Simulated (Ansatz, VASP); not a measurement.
One calculation of CsZn2C6N6, two programs

File INCAR:

```
SYSTEM = CsZn2C6N6
PREC     = Accurate       ! precision mode
ENCUT    = 520            ! plane-wave cutoff, eV
EDIFF    = 1E-7           ! SCF threshold, eV
ISMEAR   = 0              ! smearing method
SIGMA    = 0.1            ! smearing width, eV
LREAL    = Auto         
LASPH    = .True.         ! aspherical terms in the spheres
NELM     = 80             ! most SCF steps
ALGO     = Normal         ! electronic algorithm
ISIF     = 2              ! what is computed and relaxed
LWAVE    = .False.        ! write WAVECAR
LCHARG   = .False.        ! write CHGCAR
GGA      = PE             ! functional
NBANDS   = 56             ! bands
```

KPOINTS

```
regular mesh
0
Gamma
  4 4 4
  0 0 0
```

POSCAR

```
CsZn2C6N6
1.0
    0.0000000000      5.0945000000      5.0945000000
    5.0945000000      0.0000000000      5.0945000000
    5.0945000000      5.0945000000      0.0000000000
Cs Zn C N
1 2 6 6
Direct
    0.7500000000      0.7500000000      0.7500000000
    0.0000000000      0.0000000000      0.0000000000
    0.5000000000      0.5000000000      0.5000000000
    0.8118559200      0.1881440800      0.1881440800
    0.1881440800      0.1881440800      0.8118559200
    0.8118559200      0.1881440800      0.8118559200
    0.1881440800      0.8118559200      0.8118559200
    0.8118559200      0.8118559200      0.1881440800
    0.1881440800      0.8118559200      0.1881440800
    0.6970262000      0.3029738000      0.3029738000
    0.3029738000      0.3029738000      0.6970262000
    0.6970262000      0.3029738000      0.6970262000
    0.3029738000      0.6970262000      0.6970262000
    0.6970262000      0.6970262000      0.3029738000
    0.3029738000      0.6970262000      0.3029738000
```

Input for Ansatz:

```yaml
crystal:
  lattice:
    - [0.0, 5.0945, 5.0945]
    - [5.0945, 0.0, 5.0945]
    - [5.0945, 5.0945, 0.0]
  atoms:
    - { symbol: Cs, position: [0.75, 0.75, 0.75] }
    - { symbol: Zn, position: [0.0, 0.0, 0.0] }
    - { symbol: Zn, position: [0.5, 0.5, 0.5] }
    - { symbol: C, position: [0.81185592, 0.18814408, 0.18814408] }
    - { symbol: C, position: [0.18814408, 0.18814408, 0.81185592] }
    - { symbol: C, position: [0.81185592, 0.18814408, 0.81185592] }
    - { symbol: C, position: [0.18814408, 0.81185592, 0.81185592] }
    - { symbol: C, position: [0.81185592, 0.81185592, 0.18814408] }
    - { symbol: C, position: [0.18814408, 0.81185592, 0.18814408] }
    - { symbol: "N", position: [0.6970262, 0.3029738, 0.3029738] }
    - { symbol: "N", position: [0.3029738, 0.3029738, 0.6970262] }
    - { symbol: "N", position: [0.6970262, 0.3029738, 0.6970262] }
    - { symbol: "N", position: [0.3029738, 0.6970262, 0.6970262] }
    - { symbol: "N", position: [0.6970262, 0.6970262, 0.3029738] }
    - { symbol: "N", position: [0.3029738, 0.6970262, 0.3029738] }
basis:
  ecutwfc: 420
kpoints:
  mp_grid: { grid: [4, 4, 4] }
hamiltonian:
  xc: pbe
scf:
  occupations: { method: gaussian, width: 0.1 }
  lower_state_search: "off"
output:
  forces: true
  stress: true
  eigenvalues: true
```

Alike in both runs: task single point; functional PBE; k mesh 4 × 4 × 4; occupations gaussian, width 0.1 eV; no spin polarisation.

```csv
,VASP,Ansatz
version,VASP 6.6.1,Ansatz 0.2.0
potentials or method,"VASP PAW PBE potentials, release 64 (Cs_sv, Zn, C, N), cutoff 520 eV","scalar-relativistic, plane waves, PAW"
valence electrons in the cell,87,87
```

|  | VASP | Ansatz | Ansatz less VASP |
| --- | --- | --- | --- |
| gap on the k mesh at the Fermi level (eV) | none | none | - |
| pressure (GPa) | 11.6 | 11.0 | -0.62 |
| rms of the force components (eV/Å) | 1.098 | 1.269 | +0.1707 |

Atom by atom the forces differ by 0.185 eV/Å (rms over components). A gap of «none» marks a metal or a gap that the smearing closes. With one functional, cell and mesh, what is left measures potentials, basis and numerics.

Neither program's run includes spin-orbit coupling. Noted on VASP's run: the standard files for N, O and F lose accuracy on very short bonds.
